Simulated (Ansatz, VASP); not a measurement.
Given: the input of a run of VASP 6.6.1 on NbP.

The input INCAR:

```
ALGO = Normal
EDIFF = 1E-7
ENCUT = 520
ISIF = 2
ISMEAR = -1
LASPH = True
LCHARG = False
LREAL = False
LWAVE = False
NBANDS = 26
NELM = 60
PREC = Accurate
SIGMA = 0.05
```

Contents of KPOINTS:

```
k-points
0
Gamma
  11 11 11
```

Contents of POSCAR:

```
NbP
1.0
   -1.6860157846      1.6860157846      5.7781232452
    1.6860157846     -1.6860157846      5.7781232452
    1.6860157846      1.6860157846     -5.7781232452
Nb P
2 2
Direct
    0.2498808000      0.7498808000      0.5000000000
    0.4998808000      0.4998808000      0.0000000000
    0.8327477700      0.3327477700      0.5000000000
    0.0827477700      0.0827477700      0.0000000000
```

Potentials or basis: VASP PAW LDA potentials, release 64 (Nb_sv, P).

The run is started by

```bash
$ cat potpaw_LDA.64/Nb_sv/POTCAR potpaw_LDA.64/P/POTCAR > POTCAR
$ mpirun -np 1 vasp_std > vasp.out
```

Task: Translate it to Ansatz 0.2.0. Potentials there: all-electron LAPW, scalar-relativistic.

Result: As run (the cutoff follows the program's own potentials):

The input input.yaml:

```yaml
crystal:
  lattice:
    - [-1.6860157846, 1.6860157846, 5.7781232452]
    - [1.6860157846, -1.6860157846, 5.7781232452]
    - [1.6860157846, 1.6860157846, -5.7781232452]
  atoms:
    - { symbol: Nb, position: [0.2498808, 0.7498808, 0.5] }
    - { symbol: Nb, position: [0.4998808, 0.4998808, 0.0] }
    - { symbol: P, position: [0.83274777, 0.33274777, 0.5] }
    - { symbol: P, position: [0.08274777, 0.08274777, 0.0] }
kpoints:
  mp_grid: { grid: [11, 11, 11] }
scf:
  occupations: { method: fermi_dirac, width: 0.05 }
hamiltonian:
  xc: lda
  pseudopotentials: { kind: all_electron, lapw: { basis_error: 0.002 } }
output:
  forces: true
  stress: true
  eigenvalues: true
```

Potentials or basis: all-electron LAPW, scalar-relativistic.

The run is started by

```console
$ ansatz run input.yaml --threads 2 --pin off --max-ram 8192MiB --backend cpu --events-out ev --progress --plain --runs-dir out
```

Both were run:

|  | VASP | Ansatz | Ansatz less VASP |
| --- | --- | --- | --- |
| gap on the k mesh at the Fermi level (eV) | none | none | - |
| pressure (GPa) | -12.7 | -12.6 | +0.14 |
| traceless stress, the component that is largest in VASP (GPa) | 0.48 | 0.48 | +0.002 |
| rms of the force components (eV/Å) | 0.005 | 0.005 | -0.0002 |

LDA's correlation is that of Perdew and Zunger in VASP and of Perdew and Wang (1992) in Ansatz. Atom by atom the forces differ by 0.000 eV/Å (rms over components). A gap of «none» marks a metal or a gap that the smearing closes. Ansatz ran all-electron here, and VASP with PAW potentials.
